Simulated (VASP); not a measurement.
# NaF (P6_3/mmc) in VASP: vibrations by perturbation theory with PBEsol

Aim: the vibrations by perturbation theory of NaF with PBEsol.

All numbers are computed with VASP 6.6.1; they aren't measurements. Logs are shortened: lines on timing, memory, paths and dates and some standing lists are left out, and cuts for length are marked.

## 1. The cell of the first run

The structure is hexagonal, space group P6_3/mmc (No. 194). The conventional cell has a = 3.893 Å, b = 3.893 Å, c = 4.584 Å, α = 90.00°, β = 90.00°, γ = 120.00°. Na (site symmetry -6m2) has 5 F at 2.25 to 2.29 Å within 3.0 Å. F (site symmetry -6m2) has 5 Na at 2.25 to 2.29 Å within 3.0 Å.

## 2. Vibrations by perturbation theory, PBEsol

Input file INCAR:

```
PREC = Accurate ; ENCUT = 520
EDIFF = 1E-8 ; ISMEAR = 0
SIGMA = 0.01 ; LREAL = F
LASPH = T ; NELM = 60
ALGO = Normal ; ISIF = 2
LWAVE = F ; LCHARG = F
GGA = PS ; IBRION = 8
NSW = 1 ; LEPSILON = T
```

Input file KPOINTS:

```
Automatic mesh
0
Gamma
  6 6 6
```

Input file POSCAR:

```
NaF
1.0
    3.8930071619      0.0000000000      0.0000000000
   -1.9465035809      3.3714430993      0.0000000000
    0.0000000000      0.0000000000      4.5843470864
Na F
2 2
Direct
    0.3333333333      0.6666666667     -0.0625000000
    0.6666666667      0.3333333333      0.4375000000
    0.3333333333      0.6666666667      0.4375000000
    0.6666666667      0.3333333333      0.9375000000
```

Potentials or basis: VASP PAW PBE potentials, release 64 (Na_pv, F).

On the command line:

```
$ cat potpaw_PBE.64/Na_pv/POTCAR potpaw_PBE.64/F/POTCAR > POTCAR
$ mpirun -np 1 vasp_std > vasp.out
```

OUTCAR:

```text
PREC = Accurate
   ENCUT = 520
   EDIFF = 1E-8
   ISMEAR = 0
   LREAL = F
   LASPH = T
   NELM = 60
   ISIF = 2
   GGA = PS
   IBRION = 8
   NSW = 1
   LEPSILON = T

 ion  position               nearest neighbor table
   1  0.333  0.667  0.938-   4 2.25   4 2.25   4 2.25   3 2.29   3 2.29
   2  0.667  0.333  0.438-   3 2.25   3 2.25   3 2.25   4 2.29   4 2.29
   3  0.333  0.667  0.438-   2 2.25   2 2.25   2 2.25   1 2.29   1 2.29
   4  0.667  0.333  0.938-   1 2.25   1 2.25   1 2.25   2 2.29   2 2.29

  LATTYP: Found a hexagonal cell.
 ALAT       =     3.8930071619
 C/A-ratio  =     1.1775850636

  Lattice vectors:

 A1 = (   3.8930071619,   0.0000000000,   0.0000000000)
 A2 = (  -1.9465035809,   3.3714430993,   0.0000000000)
 A3 = (   0.0000000000,   0.0000000000,   4.5843470864)

Analysis of symmetry for initial positions (statically):
=====================================================================
 Subroutine PRICEL returns:
 Original cell was already a primitive cell.

 Routine SETGRP: Setting up the symmetry group for a
 hexagonal supercell.

 Subroutine GETGRP returns: Found 24 space group operations
 (whereof  6 operations were pure point group operations)
 out of a pool of 24 trial point group operations.

The static configuration has the point symmetry C_3v.
 The point group associated with its full space group is D_6h.

Analysis of symmetry for dynamics (positions and initial velocities):
=====================================================================
 Subroutine PRICEL returns:
 Original cell was already a primitive cell.

 Routine SETGRP: Setting up the symmetry group for a
 hexagonal supercell.

 Subroutine GETGRP returns: Found 24 space group operations
 (whereof  6 operations were pure point group operations)
 out of a pool of 24 trial point group operations.

The dynamic configuration has the point symmetry C_3v.
 The point group associated with its full space group is D_6h.

 Subroutine INISYM returns: Found 24 space group operations
 (whereof  6 operations are pure point group operations),
 and found     1 'primitive' translations

----------------------------------------------------------------------------------------

                                     Primitive cell

  volume of cell :      60.1698

  direct lattice vectors                    reciprocal lattice vectors
     3.893007162  0.000000000  0.000000000     0.256870835  0.148304446  0.000000000
    -1.946503581  3.371443099  0.000000000     0.000000000  0.296608891  0.000000000
     0.000000000  0.000000000  4.584347086     0.000000000  0.000000000  0.218133571

  length of vectors
     3.893007162  3.893007162  4.584347086     0.296608891  0.296608891  0.218133571

  position of ions in fractional coordinates (direct lattice)
     0.333333333  0.666666667  0.937500000
     0.666666667  0.333333333  0.437500000
     0.333333333  0.666666667  0.437500000
     0.666666667  0.333333333  0.937500000

  ion indices of the primitive-cell ions
   primitive index   ion index
                 1           1
                 2           2
                 3           3
[... 693 lines left out ...]
     0.00000 -0.00000  0.00000
    -0.00000  0.00000 -0.00000
     0.00000  0.00000 -0.00015

[... ionic steps 4 to 9 ...]

--------------------------------------- Ionic step       10  -------------------------------------------

------------------------ aborting loop because EDIFF is reached ----------------------------------------

[... ionic steps 11 to 11 ...]

--------------------------------------- Ionic step       12  -------------------------------------------

 Free energy of the ion-electron system (eV)
  ---------------------------------------------------
  ---------------------------------------------------
  free energy    TOTEN  =        -0.53982394 eV

  energy without entropy =       -0.53982394

------------------------ aborting loop because EDIFF is reached ----------------------------------------

 INTERNAL STRAIN TENSOR  FOR ION    3  DIRECTION 3   (eV/Angst):
 -----------------------------------------------------------------------------
     0.00891  0.00000  0.00000
     0.00000  0.00891 -0.00000
     0.00000 -0.00000 -0.07527

 MACROSCOPIC STATIC DIELECTRIC TENSOR (including local field effects in DFT)
 ------------------------------------------------------
           1.739279     0.000000     0.000000
           0.000000     1.739279     0.000000
          -0.000000    -0.000000     1.743905
 ------------------------------------------------------

 PIEZOELECTRIC TENSOR (including local field effects)  for field in x, y, z        (e  Angst)
          XX          YY          ZZ          XY          YZ          ZX
  --------------------------------------------------------------------------------
  x     0.00000     0.00000     0.00000     0.00000     0.00000     0.00000
  y     0.00000     0.00000     0.00000     0.00000     0.00000     0.00000
  z     0.00000     0.00000    -0.00000     0.00000     0.00000     0.00000

 PIEZOELECTRIC TENSOR (including local field effects)  for field in x, y, z        (C/m^2)
          XX          YY          ZZ          XY          YZ          ZX
  --------------------------------------------------------------------------------
  x     0.00000     0.00000     0.00000     0.00000     0.00000     0.00000
  y     0.00000     0.00000     0.00000     0.00000     0.00000     0.00000
  z     0.00000     0.00000    -0.00000     0.00000     0.00000     0.00000

 BORN EFFECTIVE CHARGES (including local field effects) (in |e|, cummulative output)
 ---------------------------------------------------------------------------------
 ion    1
    1     0.95493     0.00000     0.00000
    2     0.00000     0.95493     0.00000
    3    -0.00000     0.00000     1.01388
 ion    2
    1     0.95493     0.00000     0.00000
    2     0.00000     0.95493     0.00000
    3     0.00000     0.00000     1.01388
 ion    3
    1    -0.95493    -0.00000     0.00000
    2    -0.00000    -0.95493     0.00000
    3    -0.00000     0.00000    -1.01388
 ion    4
    1    -0.95493    -0.00000     0.00000
    2    -0.00000    -0.95493     0.00000
    3     0.00000     0.00000    -1.01388

 INTERNAL STRAIN TENSOR FOR ION    4 for displacements in x,y,z  (eV/Angst):
          X           Y           Z          XY          YZ          ZX
  --------------------------------------------------------------------------------
  x     0.00000    -0.00000    -0.00000     3.30939     0.00000     0.00000
  y     3.30939    -3.30939    -0.00000    -0.00000     0.00000     0.00000
  z     0.00000     0.00000    -0.00000    -0.00000     0.00000     0.00000

 SECOND DERIVATIVES (NOT SYMMETRIZED)
 ------------------------------------
               1X          1Y          1Z          2X          2Y          2Z          3X          3Y          3Z          4X          4Y          4Z
  1X    -3.340546   -0.000000    0.000000    0.404708    0.000000    0.000000    0.394992    0.000000    0.000000    2.540846    0.000000    0.000000
  1Y    -0.000000   -3.340546    0.000000    0.000000    0.404708    0.000000    0.000000    0.394992    0.000000    0.000000    2.540846    0.000000
  1Z    -0.000000   -0.000000   -4.000511    0.000000   -0.000000    1.461288   -0.000000   -0.000000    1.789242    0.000000   -0.000000    0.749981
  2X     0.404708    0.000000    0.000000   -3.340546   -0.000000    0.000000    2.540846    0.000000    0.000000    0.394992    0.000000    0.000000
  2Y     0.000000    0.404708    0.000000   -0.000000   -3.340546    0.000000    0.000000    2.540846    0.000000    0.000000    0.394992    0.000000
  2Z     0.000000   -0.000000    1.461288   -0.000000   -0.000000   -4.000511    0.000000   -0.000000    0.749981   -0.000000   -0.000000    1.789242
  3X     0.371437    0.000000    0.000000    2.521353    0.000000    0.000000   -3.295664   -0.000000    0.000000    0.402875    0.000000    0.000000
  3Y     0.000000    0.371437    0.000000    0.000000    2.521353    0.000000   -0.000000   -3.295664    0.000000    0.000000    0.402875    0.000000
  3Z     0.000000   -0.000000    1.765210   -0.000000   -0.000000    0.718980    0.000000    0.000000   -3.966275   -0.000000    0.000000    1.482084
  4X     2.521353    0.000000    0.000000    0.371437    0.000000    0.000000    0.402875    0.000000    0.000000   -3.295664   -0.000000    0.000000
  4Y     0.000000    2.521353    0.000000    0.000000    0.371437    0.000000    0.000000    0.402875    0.000000   -0.000000   -3.295664    0.000000
  4Z    -0.000000   -0.000000    0.718980    0.000000   -0.000000    1.765210   -0.000000    0.000000    1.482084    0.000000    0.000000   -3.966275

 Eigenvectors and eigenvalues of the dynamical matrix
 ----------------------------------------------------

   1 f  =    8.813243 THz    55.375239 2PiTHz  293.978145 cm-1    36.448628 meV
             X         Y         Z           dx          dy          dz
     -0.000000  2.247629  4.297825     0.000000   -0.000000    0.373395
      1.946504  1.123814  2.005652    -0.000000    0.000000   -0.373395
     -0.000000  2.247629  2.005652     0.000000   -0.000000   -0.600480
      1.946504  1.123814  4.297825    -0.000000    0.000000    0.600480
[... 71 lines left out ...]
  12 f/i=    0.041910 THz     0.263328 2PiTHz    1.397964 cm-1     0.173325 meV
             X         Y         Z           dx          dy          dz
     -0.000000  2.247629  4.297825     0.000000    0.000000    0.520625
      1.946504  1.123814  2.005652     0.000000    0.000000    0.520625
     -0.000000  2.247629  2.005652     0.000000    0.000000    0.478487
      1.946504  1.123814  4.297825     0.000000    0.000000    0.478487

--------------------------------------------------------------------------------------------------------

 MACROSCOPIC STATIC DIELECTRIC TENSOR IONIC CONTRIBUTION
 ------------------------------------------------------
           1.881973     0.000000    -0.000000
           0.000000     1.881973    -0.000000
          -0.000000    -0.000000     2.461476
 ------------------------------------------------------

 ELASTIC MODULI CONTR FROM IONIC RELAXATION (kBar)
 Direction    XX          YY          ZZ          XY          YZ          ZX
 --------------------------------------------------------------------------------
 XX        -189.1220    189.1220      0.0000     -0.0000      0.0000      0.0000
 YY         189.1220   -189.1220     -0.0000     -0.0000      0.0000     -0.0000
 ZZ           0.0000     -0.0000     -0.0000      0.0000      0.0000     -0.0000
 XY          -0.0000     -0.0000      0.0000   -189.1220      0.0000      0.0000
 YZ           0.0000      0.0000      0.0000      0.0000      0.0000      0.0000
 ZX           0.0000     -0.0000     -0.0000      0.0000      0.0000     -0.0000
 --------------------------------------------------------------------------------

 PIEZOELECTRIC TENSOR IONIC CONTR  for field in x, y, z        (C/m^2)
          XX          YY          ZZ          XY          YZ          ZX
  --------------------------------------------------------------------------------
  x    -0.00000     0.00000     0.00000     0.00000     0.00000     0.00000
  y     0.00000    -0.00000     0.00000    -0.00000     0.00000     0.00000
  z     0.00000    -0.00000     0.00000     0.00000     0.00000     0.00000
```

Wall time 6.4 min (1 thread of Intel Xeon Platinum 8488C (Sapphire Rapids), shared host); peak memory 0.37 GiB.

Results:

```
Electronic dielectric tensor (diagonal)                 : 1.74
Born charges (mean of the diagonal)                     : Na +0.97; F -0.97 e
Highest phonon frequency at Γ, LO-TO splitting left out : 294 cm⁻¹
```

Phonon frequencies in cm⁻¹ (negative: imaginary):
```csv
q point,frequencies
"(0.000, 0.000, 0.000)",-1 -1 -1 143 143 237 256 276 276 277 277 294
```

Electronic dielectric tensor:
```
1.74 0.00 0.00
0.00 1.74 0.00
0.00 0.00 1.74
```

Born effective charge tensors (e):
atom 1, Na
```
0.95 0.00 0.00
0.00 0.95 0.00
0.00 0.00 1.01
```
atom 2, Na
```
0.95 0.00 0.00
0.00 0.95 0.00
0.00 0.00 1.01
```
atom 3, F
```
-0.95  0.00  0.00
 0.00 -0.95  0.00
 0.00  0.00 -1.01
```
atom 4, F
```
-0.95  0.00  0.00
 0.00 -0.95  0.00
 0.00  0.00 -1.01
```

Caveat: the structure was generated, so it needn't be the stable form of NaF.
